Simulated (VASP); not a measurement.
GaN:

```xyz
8
Lattice="5.1157 0.0000 0.0000 0.0000 5.1157 0.0000 0.0000 0.0000 2.7927" Properties=species:S:1:pos:R:3 pbc="T T T"
Ga    3.4236    3.4236    1.3964
Ga    0.8658    4.2499    0.6982
Ga    1.6920    1.6920    0.0000
Ga    4.2499    0.8658    2.0945
N     4.2499    4.2499    0.0000
N     1.6920    3.4236    2.0945
N     0.8658    0.8658    1.3964
N     3.4236    1.6920    0.6982
```

The cell was built from a structure type or drawn by symmetry, and may not be a known phase.

```yaml
Program: VASP 6.6.1
Task: relaxation of cell and atoms
Functional: PBE
Potentials_or_basis: VASP PAW PBE potentials, release 64 (Ga_d, N)
Cutoff: 600 eV
k_mesh: 4 × 4 × 6
Occupations: gaussian, width 0.1 eV
Spin: no spin polarisation
```

At the start: pressure 69.0 GPa; volume 9.14 Å³/atom.

Q: How do energy, volume and symmetry change on relaxing?

A: Over 10 steps the energy falls by 437.0 meV/atom and the volume is 11.69 Å³/atom (+28.0 %); space group P4_12_12 (No. 92, to 0.1 Å) before and after.

The path:
| step | energy change (eV) | largest force (eV/Å) | pressure (GPa) | volume (Å³) |
| --- | --- | --- | --- | --- |
| 1 | 0.0000 | 0.3041 | 69.04 | 73.09 |
| 2 | -0.3855 | 0.1833 | -25.18 | 123.11 |
| 3 | -3.4567 | 0.2519 | -1.64 | 94.05 |
| 4 | -3.4625 | 0.2482 | -0.20 | 93.27 |
| 5 | -3.4629 | 0.2461 | 0.55 | 92.83 |
| 6 | -3.4927 | 0.1755 | 0.23 | 93.27 |
| 7 | -3.4937 | 0.1278 | 0.27 | 93.20 |
| 8 | -3.4958 | 0.0537 | -0.10 | 93.45 |
| 9 | -3.4959 | 0.0446 | -0.40 | 93.61 |
| 10 | -3.4959 | 0.0360 | -0.39 | 93.55 |

Final structure:
```yaml
crystal:
  lattice:
    - [5.57355, 0.00000, 0.00000]
    - [0.00000, 5.57355, 0.00000]
    - [0.00000, 0.00000, 3.01157]
  atoms:
    - { symbol: Ga, position: [0.66968, 0.66968, 0.50000] }
    - { symbol: Ga, position: [0.16968, 0.83032, 0.25000] }
    - { symbol: Ga, position: [0.33032, 0.33032, 0.00000] }
    - { symbol: Ga, position: [0.83032, 0.16968, 0.75000] }
    - { symbol: N, position: [0.83203, 0.83203, 0.00000] }
    - { symbol: N, position: [0.33203, 0.66797, 0.75000] }
    - { symbol: N, position: [0.16797, 0.16797, 0.50000] }
    - { symbol: N, position: [0.66797, 0.33203, 0.25000] }
```

Caveat: the volume moved by over 15 % at a fixed basis, so the end points are rough.
